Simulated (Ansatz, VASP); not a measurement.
**SrMg: VASP beside Ansatz**

```xyz
2
Lattice="3.9585 0.0000 0.0000 0.0000 3.9585 0.0000 0.0000 0.0000 4.0170" Properties=species:S:1:pos:R:3 pbc="T T T"
Sr    1.9792    1.9792    2.0085
Mg    0.0000    0.0000    0.0000
```

Change from the starting cell: strain +0.015 along x and y, +0.030 along z, atoms carried along.

Alike in both runs: task single point; functional LDA; k mesh 12 × 12 × 12; occupations gaussian, width 0.15 eV; no spin polarisation.

```csv
,VASP,Ansatz
version,VASP 6.6.1,Ansatz 0.2.0
potentials or method,"VASP PAW LDA potentials, release 64 (Sr_sv, Mg), cutoff 520 eV","scalar-relativistic, plane waves, PAW"
valence electrons in the cell,12,20
```

```csv
,VASP,Ansatz,Ansatz less VASP
gap on the k mesh at the Fermi level (eV),none,none,-
pressure (GPa),1.4,1.6,+0.17
"traceless stress, the component that is largest in VASP (GPa)",-0.09,-0.08,+0.004
```

LDA's correlation is that of Perdew and Zunger in VASP and of Perdew and Wang (1992) in Ansatz. A gap of «none» marks a metal or a gap that the smearing closes. VASP's potentials hold 12 valence electrons a cell and Ansatz's 20, so a difference there can come from the potentials and not from the codes.
